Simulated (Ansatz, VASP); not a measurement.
Two plane-wave programs on Mo

```
Mo
1.0
     2.65396    0.00000    0.00000
    -1.32698    2.29840    0.00000
     0.00000    0.00000    2.55567
Mo
1
Direct
  0.00000 0.00000 0.50000
```

Alike in both runs: task single point; functional PBE; k mesh 18 × 18 × 16; occupations gaussian, width 0.1 eV; no spin polarisation.

```csv
,VASP,Ansatz
version,VASP 6.6.1,Ansatz 0.2.0
potentials or method,"VASP PAW PBE potentials, release 64 (Mo_sv), cutoff 520 eV","scalar-relativistic, plane waves, PAW"
valence electrons in the cell,14,14
```

VASP gave:

| Quantity | Value |
| --- | --- |
| gap on the k mesh at the Fermi level (eV) | none |
| pressure (GPa) | 19.6 |
| traceless stress, the component that is largest in VASP (GPa) | -14.17 |

Problem. Which values does Ansatz return?

Solution. gap on the k mesh at the Fermi level (eV): none; pressure (GPa): 19.0; traceless stress, the component that is largest in VASP (GPa): -14.21.

A gap of «none» marks a metal or a gap that the smearing closes.
